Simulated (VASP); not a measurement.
Runs of VASP 6.6.1 on V. The structure is that of space group Im-3m (No. 229), or close to it. The cells are those of the table. 

| spin | cell | k mesh | cutoff (eV) | smearing | gap on the mesh (eV) | pressure (GPa) |
| --- | --- | --- | --- | --- | --- | --- |
| off | a = 2.586 Å, angles 109.5°, 1 atom | 24 × 24 × 24 | 520 | fermi-dirac 0.1 eV | none | (a) |
| off | a = 2.621 Å, angles 109.5°, 1 atom | 24 × 24 × 24 | 520 | fermi-dirac 0.1 eV | none | 0.4 |
| off | a = 2.621 Å, angles 109.5°, 1 atom | 15 × 15 × 15 | 520 | fermi-dirac 0.1 eV | none | 0.3 |
| non-collinear, typed start, SOC | a = 2.620 Å, angles 109.5°, 1 atom | 15 × 15 × 15 | 520 | fermi-dirac 0.05 eV | - | 0.3 |
| off | a = 2.621 Å, angles 109.5°, 1 atom | 8 × 8 × 8 | 500 | fermi-dirac 0.1 eV | none | -0.5 |

Alike in all rows: task single point; level BLYP; potentials or basis VASP PAW PBE potentials, release 64 (V_sv).

Problem. Fill in the values left out.

Solution. (a) 7.8.

Caveats: some runs use coarse meshes; the PAW data sets were made with another functional, which shifts forces and pressure a little.

A gap of «none» marks levels without a gap at the run's occupations.
